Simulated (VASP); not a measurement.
Input of a VASP 6.6.1 run:

The input INCAR:

```
SYSTEM = Fe
PREC = Accurate
ENCUT = 520
EDIFF = 1E-6
ISMEAR = -1
SIGMA = 0.1
LREAL = .False.
LASPH = .True.
NELM = 80
ALGO = Normal
ISIF = 2
LWAVE = .False.
LCHARG = .False.
NBANDS = 10
```

KPOINTS

```
Automatic mesh
0
Gamma
  18 18 18
  0 0 0
```

File POSCAR:

```
Fe
1.0
    0.0000000000      1.6646835288      1.6646835288
    1.6646835288      0.0000000000      1.6646835288
    1.6646835288      1.6646835288      0.0000000000
Fe
1
Direct
    0.0000000000      0.0000000000      0.0000000000
```

Potentials or basis: VASP PAW LDA potentials, release 64 (Fe).

Launch:

```bash
$ cat potpaw_LDA.64/Fe/POTCAR > POTCAR
$ mpirun -np 1 vasp_std > vasp.out
```

Q: Predict the band gap on the k mesh.

A: Zero (band 4 reaches 9.40 eV, above the bottom of band 5 at 7.09 eV).

Q: What does it give for the pressure?

A: 15.1 GPa.

Caveat: the run has no spin polarisation, though such a crystal can be magnetic. Spin polarisation is off, so any magnetic state and its effect on volume and gap are missing.
